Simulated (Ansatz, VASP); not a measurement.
**Ir: VASP beside Ansatz**

```
Ir
1.0
     0.00000    2.79540    2.79540
     2.79540    0.00000    2.79540
     2.79540    2.79540    0.00000
Ir
2
Cartesian
  0.6988 0.6988 0.6988
  4.8919 4.8919 4.8919
```

Alike in both runs: functional revPBE; k mesh 10 × 10 × 10; occupations fermi-dirac, width 0.1 eV; no spin polarisation.

Ansatz relaxed the structure, and its values are those at the end. VASP's run is a single point on that final structure, the one shown.

```csv
,VASP,Ansatz
version,VASP 6.6.1,Ansatz 0.2.0
potentials or method,"VASP PAW PBE potentials, release 64 (Ir), cutoff 520 eV","plane waves (420 eV) with PAW, scalar-relativistic"
valence electrons in the cell,18,34
```

Ansatz gave:

```
pressure (GPa) : 0.0
```

Problem. Estimate VASP's values.

Solution. Pressure (GPa): -0.3.

VASP's potentials were made for PBE, not for revPBE. The functional is the same, so the differences come from potentials, cutoffs and numerics. VASP's potentials hold 18 valence electrons a cell and Ansatz's 34, so a difference there can come from the potentials and not from the codes.

Spin-orbit coupling is off throughout.
